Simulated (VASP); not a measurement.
# MgO (P6_3mc) in VASP: notebook

MgO is run at these levels: PBE; tasks: single point.

Program: VASP 6.6.1. These are calculated values, not measurements. Logs are shortened: lines on timing, memory, paths and dates and some standing lists are left out, and cuts for length are marked.

## (1) The cell of the first run

It takes space group P6_3mc (No. 186, hexagonal). The conventional cell has a = 3.445 Å, b = 3.445 Å, c = 10.514 Å, α = 90.00°, β = 90.00°, γ = 120.00°. Within 2.6 Å of Mg (site symmetry 3m) lie 4 O at 1.99 to 2.09 Å. Within 2.7 Å of Mg (site symmetry 3m) lie 4 O at 2.01 to 2.08 Å. O (site symmetry 3m) has 4 Mg at 1.99 to 2.08 Å within 2.6 Å. Within 2.7 Å of O (site symmetry 3m) lie 4 Mg at 2.01 to 2.09 Å.

## (2) Single point, PBE

INCAR reads:

```
ALGO = Normal
EDIFF = 1E-7
ENCUT = 520
GGA = PE
ISIF = 2
ISMEAR = 0
LASPH = True
LCHARG = False
LREAL = False
LWAVE = False
NBANDS = 26
NELM = 100
PREC = Accurate
SIGMA = 0.05
```

KPOINTS reads:

```
k-points
0
Gamma
  9 9 2
```

POSCAR reads:

```
MgO
1.0
    3.4446000000      0.0000000000      0.0000000000
   -1.7223000000      2.9831111059      0.0000000000
    0.0000000000      0.0000000000     10.5138967343
Mg O
4 4
Direct
    0.3333333333      0.6666666667      0.9694906392
    0.0000000000      0.0000000000      0.2208211786
    0.0000000000      0.0000000000      0.7208211786
    0.6666666667      0.3333333333      0.4694906392
    0.3333333333      0.6666666667      0.7800420079
    0.0000000000      0.0000000000      0.5296443544
    0.0000000000      0.0000000000      0.0296443544
    0.6666666667      0.3333333333      0.2800420079
```

Potentials or basis: VASP PAW PBE potentials, release 64 (Mg, O).

Command:

```sh
cat potpaw_PBE.64/Mg/POTCAR potpaw_PBE.64/O/POTCAR > POTCAR
mpirun -np 1 vasp_std > vasp.out
```

OUTCAR:

```text
EDIFF = 1E-7
   ENCUT = 520
   GGA = PE
   ISIF = 2
   ISMEAR = 0
   LASPH = True
   LREAL = False
   NELM = 100
   PREC = Accurate

 ion  position               nearest neighbor table
   1  0.333  0.667  0.969-   5 1.99   7 2.09   7 2.09   7 2.09   3 3.28   3 3.28   3 3.28   2 3.31
                             2 3.31   2 3.31
   2  0.000  0.000  0.221-   7 2.01   8 2.08   8 2.08   8 2.08   4 3.28   4 3.28   4 3.28   1 3.31
                             1 3.31   1 3.31
   3  0.000  0.000  0.721-   6 2.01   5 2.08   5 2.08   5 2.08   1 3.28   1 3.28   1 3.28   4 3.31
                             4 3.31   4 3.31
   4  0.667  0.333  0.469-   8 1.99   6 2.09   6 2.09   6 2.09   2 3.28   2 3.28   2 3.28   3 3.31
                             3 3.31   3 3.31
   5  0.333  0.667  0.780-   1 1.99   3 2.08   3 2.08   3 2.08
   6  0.000  0.000  0.530-   3 2.01   4 2.09   4 2.09   4 2.09
   7  0.000  0.000  0.030-   2 2.01   1 2.09   1 2.09   1 2.09
   8  0.667  0.333  0.280-   4 1.99   2 2.08   2 2.08   2 2.08

  LATTYP: Found a hexagonal cell.
 ALAT       =     3.4446000000
 C/A-ratio  =     3.0522837875

  Lattice vectors:

 A1 = (   3.4446000000,   0.0000000000,   0.0000000000)
 A2 = (  -1.7223000000,   2.9831111059,   0.0000000000)
 A3 = (   0.0000000000,   0.0000000000,  10.5138967343)

Analysis of symmetry for initial positions (statically):
=====================================================================
 Subroutine PRICEL returns:
 Original cell was already a primitive cell.

 Routine SETGRP: Setting up the symmetry group for a
 hexagonal supercell.

 Subroutine GETGRP returns: Found 12 space group operations
 (whereof  6 operations were pure point group operations)
 out of a pool of 24 trial point group operations.

The static configuration has the point symmetry C_3v.
 The point group associated with its full space group is C_6v.

Analysis of symmetry for dynamics (positions and initial velocities):
=====================================================================
 Subroutine PRICEL returns:
 Original cell was already a primitive cell.

 Routine SETGRP: Setting up the symmetry group for a
 hexagonal supercell.

 Subroutine GETGRP returns: Found 12 space group operations
 (whereof  6 operations were pure point group operations)
 out of a pool of 24 trial point group operations.

The dynamic configuration has the point symmetry C_3v.
 The point group associated with its full space group is C_6v.

 Subroutine INISYM returns: Found 12 space group operations
 (whereof  6 operations are pure point group operations),
 and found     1 'primitive' translations

----------------------------------------------------------------------------------------

                                     Primitive cell

  volume of cell :     108.0369

  direct lattice vectors                    reciprocal lattice vectors
     3.444600000  0.000000000  0.000000000     0.290309470  0.167610251  0.000000000
    -1.722300000  2.983111106  0.000000000     0.000000000  0.335220501  0.000000000
     0.000000000  0.000000000 10.513896734     0.000000000  0.000000000  0.095112214

  length of vectors
     3.444600000  3.444600000 10.513896734     0.335220501  0.335220501  0.095112214

  position of ions in fractional coordinates (direct lattice)
     0.333333333  0.666666667  0.969490639
     0.000000000  0.000000000  0.220821179
     0.000000000  0.000000000  0.720821179
     0.666666667  0.333333333  0.469490639
     0.333333333  0.666666667  0.780042008
     0.000000000  0.000000000  0.529644354
     0.000000000  0.000000000  0.029644354
     0.666666667  0.333333333  0.280042008

  ion indices of the primitive-cell ions
   primitive index   ion index
                 1           1
                 2           2
                 3           3
                 4           4
                 5           5
                 6           6
                 7           7
                 8           8

----------------------------------------------------------------------------------------

 KPOINTS: k-points

Automatic generation of k-mesh.
 Grid dimensions read from file:
 generate k-points for:    9    9    2

 Generating k-lattice:

  Cartesian coordinates                     Fractional coordinates (reciprocal lattice)
     0.032256608  0.018623361  0.000000000     0.111111111  0.000000000  0.000000000
     0.000000000  0.037246722  0.000000000     0.000000000  0.111111111  0.000000000
     0.000000000  0.000000000  0.047556107     0.000000000  0.000000000  0.500000000

  Length of vectors
     0.037246722  0.037246722  0.047556107

  Shift w.r.t. Gamma in fractional coordinates (k-lattice)
     0.000000000  0.000000000  0.000000000

 Subroutine IBZKPT returns following result:
 ===========================================

 Found     24 irreducible k-points:

 Following reciprocal coordinates:
            Coordinates               Weight
  0.000000  0.000000  0.000000      1.000000
  0.111111  0.000000  0.000000      6.000000
  0.222222 -0.000000  0.000000      6.000000
  0.333333  0.000000  0.000000      6.000000
  0.444444 -0.000000  0.000000      6.000000
  0.111111  0.111111  0.000000      6.000000
[... 16 lines left out ...]
  0.333333  0.222222  0.500000     12.000000
  0.333333  0.333333  0.500000      2.000000
   k-points           NKPTS =     24   k-points in BZ     NKDIM =     24   number of bands    NBANDS=     26
   number of dos      NEDOS =    301   number of ions     NIONS =      8
   total plane-waves  NPLWV =  62720
   dimension x,y,z NGX =    28 NGY =   28 NGZ =   80
   dimension x,y,z NGXF=    56 NGYF=   56 NGZF=  160
   ions per type =               4   4
   NGX,Y,Z   is equivalent  to a cutoff of  13.51, 13.51, 12.65 a.u.
   NGXF,Y,Z  is equivalent  to a cutoff of  27.03, 27.03, 25.30 a.u.
 SYSTEM =  unknown system
   PREC   = accura    normal or accurate (medium, high low for compatibility)
   ISTART =      0    job   : 0-new  1-cont  2-samecut
   ICHARG =      2    charge: 1-file 2-atom 10-const
   ISPIN  =      1    spin polarized calculation?
   LNONCOLLINEAR =      F non collinear calculations
   LSORBIT =      F    spin-orbit coupling
   LASPH  =      T    aspherical Exc in radial PAW
   ENCUT  =  520.0 eV  38.22 Ry    6.18 a.u.   6.40  6.40 19.55*2*pi/ulx,y,z
   NELM   =    100;   NELMIN=  2; NELMDL= -5     # of ELM steps
   EDIFF  = 0.1E-06   stopping-criterion for ELM
   LREAL  =      F    real-space projection
   EDIFFG = 0.1E-05   stopping-criterion for IOM
   NSW    =      0    number of steps for IOM
   IBRION =     -1    ionic relax: 0-MD 1-quasi-New 2-CG
   NFREE  =      0    steps in history (QN), initial steepest desc. (CG)
   ISIF   =      2    stress and relaxation
   ISYM   =      2    0-nonsym 1-usesym 2-fastsym
   POTIM  = 0.5000    time-step for ionic-motion
   TEBEG  =    0.0;   TEEND  =   0.0 temperature during run
   PSTRESS=    0.0 pullay stress
   NELECT =      32.0000    total number of electrons
   NUPDOWN=      -1.0000    fix difference up-down
   EMIN   =  10.00;   EMAX   =-10.00  energy-range for DOS
   EFERMI =   0.00;   METHOD = LEGACY
   ISMEAR =     0;   SIGMA  =   0.05  broadening in eV -4-tet -1-fermi 0-gaus
   EFERMI_NEDOS =   21; number of points for ismear=-14 and -15
   IALGO  =     38    algorithm
   IMIX   =      4    mixing-type and parameters
     AMIX     =   0.40;   BMIX     =  1.00
     AMIX_MAG =   1.60;   BMIX_MAG =  1.00
  volume/ion in A,a.u.               =      13.50        91.13
  Fermi-wavevector in a.u.,A,eV,Ry     =   1.091275  2.062211 16.202919  1.190881
  Thomas-Fermi vector in A             =   2.227517
   LORBIT       =      0    0 simple, 1 ext, 2 COOP (PROOUT), +10 PAW based schemes
   GGA     = PE    functional components
   LHFCALC =     F    Hartree Fock is set to
   AEXX    =    0.0000 exact exchange contribution
   IVDW    =     0    specifies the selected vdW correction
   LEPSILON=     F    determine dielectric tensor
   LRPA    =     F    only Hartree local field effects (RPA)
 non-spin polarized calculation
 Gauss-broadening in eV      SIGMA  =   0.05
  energy-cutoff  :      520.00
  volume of cell :      108.04
 maximum number of plane-waves:      2938
 NGX is ok and might be reduce to    28
   NGX = 13   NGY = 13   NGZ = 39

 number of electron      31.9999999 magnetization

 Free energy of the ion-electron system (eV)
  ---------------------------------------------------
  ext. energy  EPLUGINS =         0.00000000
  ---------------------------------------------------
  free energy    TOTEN  =       -46.49365379 eV

  energy without entropy =      -46.49365379  energy(sigma->0) =      -46.49365379

 E-fermi :   0.5277     XC(G=0):  -9.1802

 val. band max:        0.3215539800   @ k =   0.0000   0.0000   0.0000
 cond. band min:       3.1696130424   @ k =   0.0000   0.0000   0.0000
 fundamental gap:      2.8480590624
 Fermi energy:         0.5277400279

 k-point     1 :       0.0000    0.0000    0.0000
  band No.  band energies     occupation
      1     -15.3957      2.00000
      2     -15.1238      2.00000
      3     -15.0988      2.00000
      4     -14.8085      2.00000
      5      -2.4371      2.00000
      6      -1.4440      2.00000
[... 18 lines left out ...]
     25      13.3589      0.00000
     26      14.0490      0.00000

 k-point     2 :       0.1111    0.0000    0.0000
  band No.  band energies     occupation
      1     -15.3494      2.00000
      2     -15.0913      2.00000
      3     -15.0664      2.00000
      4     -14.7928      2.00000
      5      -2.3294      2.00000
      6      -1.5106      2.00000
[... 18 lines left out ...]
     25      13.3174      0.00000
     26      13.4931      0.00000

 k-point     3 :       0.2222   -0.0000    0.0000
  band No.  band energies     occupation
      1     -15.2253      2.00000
      2     -15.0077      2.00000
      3     -14.9829      2.00000
      4     -14.7570      2.00000
      5      -2.0310      2.00000
      6      -1.7662      2.00000
[... 18 lines left out ...]
     25      12.7366      0.00000
     26      12.9112      0.00000

 k-point     4 :       0.3333    0.0000    0.0000
  band No.  band energies     occupation
      1     -15.0660      2.00000
      2     -14.9100      2.00000
      3     -14.8859      2.00000
      4     -14.7294      2.00000
      5      -2.1769      2.00000
      6      -2.0354      2.00000
[... 18 lines left out ...]
     25      12.1093      0.00000
     26      12.6479      0.00000

 k-point     5 :       0.4444   -0.0000    0.0000
  band No.  band energies     occupation
      1     -14.9374      2.00000
      2     -14.8447      2.00000
      3     -14.8224      2.00000
      4     -14.7316      2.00000
      5      -2.4769      2.00000
      6      -2.2671      2.00000
[... 18 lines left out ...]
     25      12.1804      0.00000
     26      12.6066      0.00000

 k-point     6 :       0.1111    0.1111    0.0000
  band No.  band energies     occupation
      1     -15.2641      2.00000
      2     -15.0332      2.00000
      3     -15.0084      2.00000
      4     -14.7671      2.00000
      5      -2.1244      2.00000
      6      -1.6629      2.00000
[... 427 lines left out ...]
 k-point    21 :       0.4444    0.1111    0.5000
  band No.  band energies     occupation
      1     -14.8744      2.00000
      2     -14.8744      2.00000
      3     -14.7601      2.00000
      4     -14.7601      2.00000
      5      -2.2916      2.00000
      6      -2.2916      2.00000
[... 18 lines left out ...]
     25      12.2863      0.00000
     26      12.2863      0.00000

 k-point    22 :       0.2222    0.2222    0.5000
  band No.  band energies     occupation
      1     -14.9490      2.00000
      2     -14.9490      2.00000
      3     -14.7621      2.00000
      4     -14.7621      2.00000
      5      -1.9463      2.00000
      6      -1.9463      2.00000
[... 18 lines left out ...]
     25      11.9164      0.00000
     26      11.9164      0.00000

 k-point    23 :       0.3333    0.2222    0.5000
  band No.  band energies     occupation
      1     -14.8539      2.00000
      2     -14.8539      2.00000
      3     -14.7595      2.00000
      4     -14.7595      2.00000
      5      -2.0733      2.00000
      6      -2.0733      2.00000
[... 18 lines left out ...]
     25      11.9610      0.00000
     26      11.9612      0.00000

 k-point    24 :       0.3333    0.3333    0.5000
  band No.  band energies     occupation
      1     -14.8024      2.00000
      2     -14.8024      2.00000
      3     -14.7771      2.00000
      4     -14.7771      2.00000
      5      -1.9107      2.00000
      6      -1.9107      2.00000
[... 18 lines left out ...]
     25      11.9569      0.00000
     26      11.9637      0.00000

------------------------ aborting loop because EDIFF is reached ----------------------------------------

  FORCE on cell =-STRESS in cart. coord.  units (eV):
  Direction    XX          YY          ZZ          XY          YZ          ZX
  --------------------------------------------------------------------------------------
  -------------------------------------------------------------------------------------
  Total       -8.2293953     -8.2293953     -2.5530603      0.0000000      0.0000000      0.0000000
  in kB     -122.0412297   -122.0412297    -37.8616665      0.0000000      0.0000000      0.0000000
  external PRESSURE =     -93.9813753 kB  Pullay stress =       0.0000000 kB

 VOLUME and BASIS-vectors are now :
 -----------------------------------------------------------------------------
  energy-cutoff  :      520.00
  volume of cell :      108.04
      direct lattice vectors                 reciprocal lattice vectors
     3.444600000  0.000000000  0.000000000     0.290309470  0.167610251  0.000000000
    -1.722300000  2.983111106  0.000000000     0.000000000  0.335220501  0.000000000
     0.000000000  0.000000000 10.513896734     0.000000000  0.000000000  0.095112214

 POSITION                                       TOTAL-FORCE (eV/Angst)
 -----------------------------------------------------------------------------------
     -0.00000      1.98874     10.19312        -0.000000     -0.000000      0.231552
      0.00000      0.00000      2.32169         0.000000     -0.000000      0.291318
      0.00000      0.00000      7.57864        -0.000000      0.000000      0.291318
      1.72230      0.99437      4.93618         0.000000     -0.000000      0.231552
     -0.00000      1.98874      8.20128        -0.000000     -0.000000     -0.254263
      0.00000      0.00000      5.56863        -0.000000     -0.000000     -0.268608
      0.00000      0.00000      0.31168        -0.000000      0.000000     -0.268608
      1.72230      0.99437      2.94433         0.000000      0.000000     -0.254263
 -----------------------------------------------------------------------------------
    total drift:                                0.000000      0.000000     -0.000146

  FREE ENERGIE OF THE ION-ELECTRON SYSTEM (eV)
  ---------------------------------------------------
  free  energy   TOTEN  =       -46.4936537886 eV

  energy  without entropy=      -46.4936537886  energy(sigma->0) =      -46.49365379
```

It took 35 s on 1 thread of Intel Xeon 6975P-C (Granite Rapids), shared host; peak memory 0.25 GiB.

Results:

```yaml
Free_energy: -46.4937 eV
Pressure: -9.4 GPa
Largest_force: 0.291 eV/Å
Band_gap_on_the_k_mesh: 2.85 eV, direct
```

Forces in eV/Å, atoms in the order of the input:
```
Mg   0.000  0.000  0.232
Mg   0.000  0.000  0.291
Mg   0.000  0.000  0.291
Mg   0.000  0.000  0.232
O    0.000  0.000 -0.254
O    0.000  0.000 -0.269
O    0.000  0.000 -0.269
O    0.000  0.000 -0.254
```

(Continued in part 2 of 2.)
